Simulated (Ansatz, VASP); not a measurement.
# One calculation of Si3C2, two programs

```xyz
10
Lattice="2.6703 0.0000 0.0000 -1.3351 2.3125 0.0000 0.0000 0.0000 23.0655" Properties=species:S:1:pos:R:3 pbc="T T T"
Si    0.0000    1.5417   17.2991
Si    0.0000    1.5417   21.9122
Si    0.0000    1.5417    3.4598
Si    1.3351    0.7708   19.6056
Si    1.3351    0.7708    1.1533
Si    1.3351    0.7708    5.7664
C     0.0000    1.5417    8.0729
C     0.0000    1.5417   12.6860
C     1.3351    0.7708   10.3795
C     1.3351    0.7708   14.9926
```

Alike in both runs: task relaxation of cell and atoms; functional PBE; k mesh 6 × 6 × 1; occupations gaussian, width 0.1 eV; no spin polarisation.

|  | VASP | Ansatz |
| --- | --- | --- |
| version | VASP 6.6.1 | Ansatz 0.2.0 |
| potentials or method | VASP PAW PBE potentials, release 64 (Si, C), cutoff 600 eV | scalar-relativistic, plane waves, PAW |
| valence electrons in the cell | 40 | 40 |

Ansatz gave:

```
gap on the k mesh at the Fermi level, each at its own relaxed structure (eV) : none
relaxed volume (Å³/atom)                                                     : 13.66
relaxed cell length with the largest relative difference (Å)                 : 24.979
```

**Question.** Estimate VASP's values.

**Answer.** gap on the k mesh at the Fermi level, each at its own relaxed structure (eV): none; relaxed volume (Å³/atom): 11.20; relaxed cell length with the largest relative difference (Å): 15.788.

A gap of «none» marks a metal or a gap that the smearing closes. One of these differences is far larger than is usual between the two programs; its cause wasn't traced.

The k mesh is coarse, so the values compare programs but aren't converged. Noted on VASP's run: the volume moved by over 15 % at a fixed basis, so the end points are rough.
